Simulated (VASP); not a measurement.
# Al (Fm-3m) in VASP: notebook, part 2 of 2

VASP 6.6.1. Earlier steps stand in the parts before.

## (4) Single point, LDA

This run uses another cell than the first one: it holds 2 atoms, not 1.

INCAR reads:

```
PREC = Accurate
ENCUT = 520
EDIFF = 1E-7
ISMEAR = 0
SIGMA = 0.15
LREAL = F
LASPH = T
NELM = 100
ALGO = Normal
ISIF = 2
LWAVE = F
LCHARG = F
GGA = CA
NBANDS = 10
```

KPOINTS reads:

```
regular mesh
0
Gamma
  12 12 8
```

POSCAR reads:

```
Al
1.0
    0.0000000000     -1.9918089507     -1.9918089507
    0.0000000000      1.9918089507     -1.9918089507
    3.9836179013      0.0000000000      0.0000000000
Al
2
Direct
    0.5000000000      0.5000000000      0.5000000000
    0.0000000000      0.0000000000      0.0000000000
```

Potentials or basis: VASP PAW LDA potentials, release 64 (Al).

On the command line:

```sh
cat potpaw_LDA.64/Al/POTCAR > POTCAR
mpirun -np 1 vasp_std > vasp.out
```

OUTCAR:

```text
PREC = Accurate
   ENCUT = 520
   EDIFF = 1E-7
   ISMEAR = 0
   LREAL = F
   LASPH = T
   NELM = 100
   ISIF = 2
   GGA = CA

 ion  position               nearest neighbor table
   1  0.500  0.500  0.500-   2 2.82   2 2.82   2 2.82   2 2.82   2 2.82   2 2.82   2 2.82   2 2.82

   2  0.000  0.000  0.000-   1 2.82   1 2.82   1 2.82   1 2.82   1 2.82   1 2.82   1 2.82   1 2.82

  LATTYP: Found a simple tetragonal cell.
 ALAT       =     2.8168432317
 C/A-ratio  =     1.4142135623

  Lattice vectors:

 A1 = (   0.0000000000,  -1.9918089507,  -1.9918089507)
 A2 = (   0.0000000000,   1.9918089507,  -1.9918089507)
 A3 = (   3.9836179013,   0.0000000000,   0.0000000000)

Analysis of symmetry for initial positions (statically):
=====================================================================
 Subroutine PRICEL returns following result:

  LATTYP: Found a face centered cubic cell.
 ALAT       =     3.9836179014

  Lattice vectors:

 A1 = (  -1.9918089506,   0.0000000000,   1.9918089507)
 A2 = (  -1.9918089506,  -1.9918089507,   0.0000000000)
 A3 = (   0.0000000000,  -1.9918089507,   1.9918089507)

   2 primitive cells build up your supercell.

 Routine SETGRP: Setting up the symmetry group for a
 simple tetragonal supercell.

 Subroutine GETGRP returns: Found 16 space group operations
 (whereof 16 operations were pure point group operations)
 out of a pool of 16 trial point group operations.

The static configuration has the point symmetry D_4h.

Analysis of symmetry for dynamics (positions and initial velocities):
=====================================================================
 Subroutine PRICEL returns following result:

  LATTYP: Found a face centered cubic cell.
[... 136 lines left out ...]
  volume/ion in A,a.u.               =      15.80       106.65
  Fermi-wavevector in a.u.,A,eV,Ry     =   0.940858  1.777964 12.044073  0.885214
  Thomas-Fermi vector in A             =   2.068312
   LORBIT       =      0    0 simple, 1 ext, 2 COOP (PROOUT), +10 PAW based schemes
   GGA     = CA    functional components
   LHFCALC =     F    Hartree Fock is set to
   AEXX    =    0.0000 exact exchange contribution
   IVDW    =     0    specifies the selected vdW correction
   LEPSILON=     F    determine dielectric tensor
   LRPA    =     F    only Hartree local field effects (RPA)
 non-spin polarized calculation
 Gauss-broadening in eV      SIGMA  =   0.15
  energy-cutoff  :      520.00
  volume of cell :       31.61
 maximum number of plane-waves:       888
 NGX is ok and might be reduce to    24

 number of electron       6.0000000 magnetization

 Free energy of the ion-electron system (eV)
  ---------------------------------------------------
  ext. energy  EPLUGINS =         0.00000000
  ---------------------------------------------------
  free energy    TOTEN  =        -8.38182516 eV

  energy without entropy =       -8.36797509  energy(sigma->0) =       -8.37490012

 E-fermi :   8.2369     XC(G=0): -10.5038

 val. band max:        8.2313268373   @ k =   0.5000   0.0833   0.1250
 cond. band min:       8.2547398942   @ k =   0.2500   0.0833   0.3750
 fundamental gap:      0.0234130569
 Fermi energy:         8.2369350595

 k-point     1 :       0.0000    0.0000    0.0000
  band No.  band energies     occupation
      1      -3.1544      2.00000
      2       5.2442      2.00000
      3       6.6228      2.00000
      4      13.5502      0.00000
      5      13.9825      0.00000
      6      13.9825      0.00000
      7      17.6125      0.00000
      8      21.0513      0.00000
      9      21.0524      0.00000
     10      21.0524      0.00000
[... 287 lines left out ...]
 k-point    24 :       0.4167    0.3333    0.0000
  band No.  band energies     occupation
      1       2.0351      2.00000
      2       4.9063      2.00000
      3       8.1456      1.61070
      4      10.0810      0.00000
      5      10.9430      0.00000
      6      11.7144      0.00000
      7      12.9212      0.00000
      8      14.0492      0.00000
      9      15.7914      0.00000
     10      18.6420      0.00000

 [... further k-points ...]

------------------------ aborting loop because EDIFF is reached ----------------------------------------

  FORCE on cell =-STRESS in cart. coord.  units (eV):
  Direction    XX          YY          ZZ          XY          YZ          ZX
  --------------------------------------------------------------------------------------
  -------------------------------------------------------------------------------------
  Total       -0.3329841      0.2466993      0.2466993      0.0000000      0.0000000      0.0000000
  in kB      -16.8783911     12.5047646     12.5047646      0.0000000      0.0000000      0.0000000
  external PRESSURE =       2.7103793 kB  Pullay stress =       0.0000000 kB

 VOLUME and BASIS-vectors are now :
 -----------------------------------------------------------------------------
  energy-cutoff  :      520.00
  volume of cell :       31.61
      direct lattice vectors                 reciprocal lattice vectors
     0.000000000 -1.991808951 -1.991808951     0.000000000 -0.251028092 -0.251028092
     0.000000000  1.991808951 -1.991808951     0.000000000  0.251028092 -0.251028092
     3.983617901  0.000000000  0.000000000     0.251028092  0.000000000  0.000000000

 POSITION                                       TOTAL-FORCE (eV/Angst)
 -----------------------------------------------------------------------------------
      1.99181      0.00000     -1.99181         0.000000     -0.000000      0.000000
      0.00000      0.00000      0.00000        -0.000000      0.000000     -0.000000
 -----------------------------------------------------------------------------------
    total drift:                               -0.000000      0.000000     -0.000000

  FREE ENERGIE OF THE ION-ELECTRON SYSTEM (eV)
  ---------------------------------------------------
  free  energy   TOTEN  =        -8.3818251551 eV

  energy  without entropy=       -8.3679750882  energy(sigma->0) =       -8.37490012
```

stdout:

```text
POSCAR found type information on POSCAR Al
 POSCAR found :  1 types and       2 ions
 scaLAPACK will be used
 LDA part: xc-table for (Slater(with rela. corr.)+CA(PZ))
 , standard interpolation
 POSCAR, INCAR and KPOINTS ok, starting setup
 FFT: planning ... GRIDC
 FFT: planning ... GRID_SOFT
 FFT: planning ... GRID
 WAVECAR not read
 entering main loop
```

Run time: 67 s. Hardware: 1 thread of AMD EPYC 7R13, shared host; peak memory 0.12 GiB.

The run converged, but its numbers aren't listed here, since they failed a check.
